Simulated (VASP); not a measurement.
Runs of VASP 6.6.1 on TaV. The structure is that of space group Pm-3m (No. 221), or close to it. The cells are those of the table. 

| task | cell | k mesh | cutoff (eV) | gap on the mesh (eV) | pressure (GPa) | moment (μB) |
| --- | --- | --- | --- | --- | --- | --- |
| relaxation of cell and atoms | relaxed from a = 3.196 Å, 2 atoms | 6 × 6 × 6 | 600 | none | 0.0 | 0.61 |
| single point | a = 3.172 Å, 2 atoms | 6 × 6 × 6 | 520 | none | 0.1 | 0.61 |
| single point | a = 3.169 Å, 2 atoms | 18 × 18 × 18 | 520 | none | 0.1 | 0.00 |
| single point | a = 3.196 Å, 2 atoms | 6 × 6 × 6 | 520 | none | (a) | 0.66 |

Alike in all rows: level PBE; potentials or basis VASP PAW PBE potentials, release 64 (Ta_pv, V_sv); spin collinear, ferromagnetic start; smearing gaussian 0.1 eV.

Q: Estimate the missing entries.

A: (a) -4.0.

Caveats: spin-orbit coupling is left out, which moves the levels of the heavy elements; the cell stands under tension (at least some runs).

A k mesh can miss the band edges, and the runs leave out spin-orbit coupling on Ta.

A gap of «none» marks levels without a gap at the run's occupations.
